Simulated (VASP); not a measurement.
# SiO2 (I-42d) in VASP: notebook, part 2 of 2

VASP 6.6.1.

## Step 3: Single point, PBE

Input file INCAR:

```
SYSTEM = SiO2
PREC = Accurate
ENCUT = 520
EDIFF = 1E-6
ISMEAR = 0
SIGMA = 0.02
LREAL = .FALSE.
LASPH = .TRUE.
NELM = 100
ALGO = Normal
ISIF = 2
LWAVE = .FALSE.
LCHARG = .TRUE.
GGA = PE
LELF = .TRUE.
LVHAR = .TRUE.
NBANDS = 25
```

Input file KPOINTS:

```
regular mesh
0
G
  6 6 6
  0 0 0
```

Input file POSCAR:

```
SiO2
1.0
   -2.5133692696      2.5133692696      3.6893906705
    2.5133692696     -2.5133692696      3.6893906705
    2.5133692696      2.5133692696     -3.6893906705
Si O
2 4
Direct
    0.0000000000      0.0000000000      0.0000000000
    0.7500000000      0.2500000000      0.5000000000
    0.9670112602      0.6250000000      0.8420112602
    0.3750000000      0.2170112602      0.3420112602
    0.7829887398      0.1250000000      0.1579887398
    0.8750000000      0.0329887398      0.6579887398
```

Potentials or basis: VASP PAW PBE potentials, release 64 (Si, O).

Command:

```
$ cat potpaw_PBE.64/Si/POTCAR potpaw_PBE.64/O/POTCAR > POTCAR
$ mpirun -np 1 vasp_std > vasp.out
```

OUTCAR:

```text
SYSTEM = SiO2
   PREC = Accurate
   ENCUT = 520
   EDIFF = 1E-6
   ISMEAR = 0
   LREAL = .FALSE.
   LASPH = .TRUE.
   NELM = 100
   ISIF = 2
   GGA = PE

 ion  position               nearest neighbor table
   1  0.000  0.000  0.000-   5 1.63   6 1.63   3 1.63   4 1.63   2 3.12   2 3.12   2 3.12   2 3.12

   2  0.750  0.250  0.500-   5 1.63   6 1.63   3 1.63   4 1.63   1 3.12   1 3.12   1 3.12   1 3.12

   3  0.967  0.625  0.842-   1 1.63   2 1.63
   4  0.375  0.217  0.342-   1 1.63   2 1.63
   5  0.783  0.125  0.158-   1 1.63   2 1.63
   6  0.875  0.033  0.658-   1 1.63   2 1.63

  LATTYP: Found a body centered tetragonal cell.
 ALAT       =     5.0267385392
 C/A-ratio  =     1.4679063340

  Lattice vectors:

 A1 = (  -2.5133692696,   2.5133692696,   3.6893906705)
 A2 = (   2.5133692696,  -2.5133692696,   3.6893906705)
 A3 = (   2.5133692696,   2.5133692696,  -3.6893906705)

Analysis of symmetry for initial positions (statically):
=====================================================================
 Subroutine PRICEL returns:
 Original cell was already a primitive cell.

 Routine SETGRP: Setting up the symmetry group for a
 body centered tetragonal supercell.

 Subroutine GETGRP returns: Found  8 space group operations
 (whereof  4 operations were pure point group operations)
 out of a pool of 16 trial point group operations.

The static configuration has the point symmetry S_4 .
 The point group associated with its full space group is D_2d.

Analysis of symmetry for dynamics (positions and initial velocities):
=====================================================================
 Subroutine PRICEL returns:
 Original cell was already a primitive cell.

 Routine SETGRP: Setting up the symmetry group for a
 body centered tetragonal supercell.

 Subroutine GETGRP returns: Found  8 space group operations
[... 133 lines left out ...]
  volume/ion in A,a.u.               =      15.54       104.85
  Fermi-wavevector in a.u.,A,eV,Ry     =   1.146258  2.166114 17.876798  1.313908
  Thomas-Fermi vector in A             =   2.282943
   LORBIT       =      0    0 simple, 1 ext, 2 COOP (PROOUT), +10 PAW based schemes
   GGA     = PE    functional components
   LHFCALC =     F    Hartree Fock is set to
   AEXX    =    0.0000 exact exchange contribution
   IVDW    =     0    specifies the selected vdW correction
   LEPSILON=     F    determine dielectric tensor
   LRPA    =     F    only Hartree local field effects (RPA)
 non-spin polarized calculation
 Gauss-broadening in eV      SIGMA  =   0.02
  energy-cutoff  :      520.00
  volume of cell :       93.22
 maximum number of plane-waves:      2531
 NGX is ok and might be reduce to    40
   NGX = 19   NGY = 19   NGZ = 19

 number of electron      31.9999995 magnetization

 Free energy of the ion-electron system (eV)
  ---------------------------------------------------
  ext. energy  EPLUGINS =         0.00000000
  ---------------------------------------------------
  free energy    TOTEN  =       -47.49234492 eV

  energy without entropy =      -47.49234492  energy(sigma->0) =      -47.49234492

 E-fermi :  -0.5452     XC(G=0):  -8.0055

 val. band max:       -0.6411652107   @ k =   0.0000   0.0000   0.0000
 cond. band min:       5.0913667716   @ k =   0.0000   0.0000   0.0000
 fundamental gap:      5.7325319823
 Fermi energy:        -0.5451566774

 k-point     1 :       0.0000    0.0000    0.0000
  band No.  band energies     occupation
      1     -19.7429      2.00000
      2     -17.7428      2.00000
      3     -17.7428      2.00000
      4     -17.6879      2.00000
      5      -9.8749      2.00000
      6      -6.1294      2.00000
[... 661 lines left out ...]
     24      12.1740      0.00000
     25      12.7803      0.00000

 [... further k-points ...]

------------------------ aborting loop because EDIFF is reached ----------------------------------------

  FORCE on cell =-STRESS in cart. coord.  units (eV):
  Direction    XX          YY          ZZ          XY          YZ          ZX
  --------------------------------------------------------------------------------------
  -------------------------------------------------------------------------------------
  Total        0.0574662      0.0574662      0.0576751      0.0000000      0.0000000      0.0000000
  in kB        0.9876342      0.9876342      0.9912230      0.0000000      0.0000000      0.0000000
  external PRESSURE =       0.9888305 kB  Pullay stress =       0.0000000 kB

 VOLUME and BASIS-vectors are now :
 -----------------------------------------------------------------------------
  energy-cutoff  :      520.00
  volume of cell :       93.22
      direct lattice vectors                 reciprocal lattice vectors
    -2.513369270  2.513369270  3.689390670     0.000000000  0.198936148  0.135523734
     2.513369270 -2.513369270  3.689390670     0.198936148  0.000000000  0.135523734
     2.513369270  2.513369270 -3.689390670     0.198936148  0.198936148  0.000000000

 POSITION                                       TOTAL-FORCE (eV/Angst)
 -----------------------------------------------------------------------------------
      0.00000      0.00000      0.00000        -0.000000      0.000000     -0.000000
      0.00000      2.51337      1.84470        -0.000000      0.000000      0.000000
      1.25668      2.97589      2.76704        -0.000000     -0.004616      0.000000
      0.46252      1.25668      0.92235        -0.004616      0.000000      0.000000
     -1.25668      2.05085      2.76704        -0.000000      0.004616     -0.000000
     -0.46252      3.77005      0.92235         0.004616      0.000000     -0.000000
 -----------------------------------------------------------------------------------
    total drift:                                0.000004      0.000004      0.000003

  FREE ENERGIE OF THE ION-ELECTRON SYSTEM (eV)
  ---------------------------------------------------
  free  energy   TOTEN  =       -47.4923449186 eV

  energy  without entropy=      -47.4923449186  energy(sigma->0) =      -47.49234492
```

OSZICAR:

```text
N       E                     dE             d eps       ncg     rms          rms(c)
DAV:   1     0.182335644399E+03    0.18234E+03   -0.15975E+04  1500   0.113E+03
DAV:   2    -0.405683169611E+02   -0.22290E+03   -0.21280E+03  2022   0.273E+02
DAV:   3    -0.537720764596E+02   -0.13204E+02   -0.13130E+02  1997   0.679E+01
DAV:   4    -0.539092540026E+02   -0.13718E+00   -0.13710E+00  1806   0.792E+00
DAV:   5    -0.539109498605E+02   -0.16959E-02   -0.16954E-02  1983   0.875E-01    0.203E+01
DAV:   6    -0.474784763606E+02    0.64325E+01   -0.20443E+01  1829   0.285E+01    0.994E+00
DAV:   7    -0.474937623362E+02   -0.15286E-01   -0.71023E-01  1917   0.451E+00    0.351E+00
DAV:   8    -0.474861523468E+02    0.76100E-02   -0.34947E-02  1918   0.157E+00    0.137E+00
DAV:   9    -0.474909431476E+02   -0.47908E-02   -0.21907E-02  1869   0.108E+00    0.286E-01
DAV:  10    -0.474923653669E+02   -0.14222E-02   -0.17922E-03  1587   0.257E-01    0.783E-02
DAV:  11    -0.474923386630E+02    0.26704E-04   -0.47490E-04  1919   0.152E-01    0.226E-02
DAV:  12    -0.474923429487E+02   -0.42856E-05   -0.16685E-05  1810   0.283E-02    0.156E-02
DAV:  13    -0.474923447939E+02   -0.18452E-05   -0.33269E-06  1684   0.130E-02    0.272E-03
DAV:  14    -0.474923449186E+02   -0.12468E-06   -0.18861E-07  1406   0.301E-03
   1 F= -.47492345E+02 E0= -.47492345E+02  d E =-.102580E-13
```

It took 35 s on 1 thread of Intel Xeon Platinum 8559C (Emerald Rapids), shared host; peak memory 0.24 GiB.

Results:

- Free energy: -47.4923 eV
- Pressure: 0.1 GPa
- Largest force: 0.005 eV/Å
- Band gap on the k mesh: 5.73 eV, direct

Forces in eV/Å, atoms in the order of the input:
```
Si   0.000  0.000  0.000
Si   0.000  0.000  0.000
O    0.000 -0.005  0.000
O   -0.005  0.000  0.000
O    0.000  0.005  0.000
O    0.005  0.000  0.000
```

A k mesh can miss the band edges. Expect the measured gap to be larger: semilocal functionals such as PBE lack the derivative discontinuity.
